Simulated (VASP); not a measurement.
## Ru: relaxation of cell and atoms with PBEsol

Crystal: Ru.

```
Ru
1.0
     0.00000    1.89243    1.89243
     1.89243    0.00000    1.89243
     1.89243    1.89243    0.00000
Ru
1
Direct
  0.00000 0.00000 0.00000
```

```
Program                : VASP 6.6.1
Task                   : relaxation of cell and atoms
Functional             : PBEsol
Potentials or basis    : VASP PAW PBE potentials, release 64 (Ru_pv)
Cutoff                 : 600 eV
k mesh                 : 14 × 14 × 14
Occupations            : fermi-dirac, width 0.1 eV
Spin                   : no spin polarisation
Dipole correction      : no
Further INCAR settings : ALGO = Normal; EDIFF = 1e-07; IBRION = 2; EDIFFG = -0.01; NSW = 80; ISIF = 3
```

The relaxed volume is 13.39 Å³/atom and the relaxed cell is a = 2.666 Å, b = 2.666 Å, c = 2.666 Å, α = 60.00°, β = 60.00°, γ = 60.00°. The space group after relaxing (to 0.05 Å) is Fm-3m (No. 225), the energy gained by relaxing is 2.0 meV/atom and the ionic steps are 3. The pressure after relaxing is 0.0 GPa and the band gap on the k mesh is zero (band 7 reaches 15.19 eV, above the bottom of band 8 at 11.65 eV).

Step by step:
```csv
step,energy change (eV),largest force (eV/Å),pressure (GPa),volume (Å³)
1,0.0000,0.0000,-3.99,13.55
2,0.0184,0.0000,13.95,12.90
3,-0.0020,0.0000,-0.05,13.39
```

Final structure:
```
Ru
1.0
     0.00000    1.88496    1.88496
     1.88496    0.00000    1.88496
     1.88496    1.88496    0.00000
Ru
1
Direct
  0.00000 0.00000 0.00000
```

Levels at points of the mesh, in eV from the Fermi level:
| k point | band 5 | band 6 | band 7 | band 8 | band 9 | band 10 |
| --- | --- | --- | --- | --- | --- | --- |
| (0.00, 0.00, 0.00) | -2.61 | -2.61 | -2.61 | -0.09 | -0.09 | 10.42 |
| (0.50, 0.00, 0.00) | -2.74 | -2.74 | 1.01 | 1.83 | 1.83 | 10.22 |
| (0.50, 0.50, 0.00) | -6.02 | 1.79 | 2.36 | 2.36 | 3.68 | 10.42 |

It took 20 s on 1 thread of Intel(R) Xeon(R) 6975P-C (Granite Rapids), on a shared host, peak memory 0.16 GiB.

Caveat: the PAW data sets were made with another functional, which shifts forces and pressure a little.
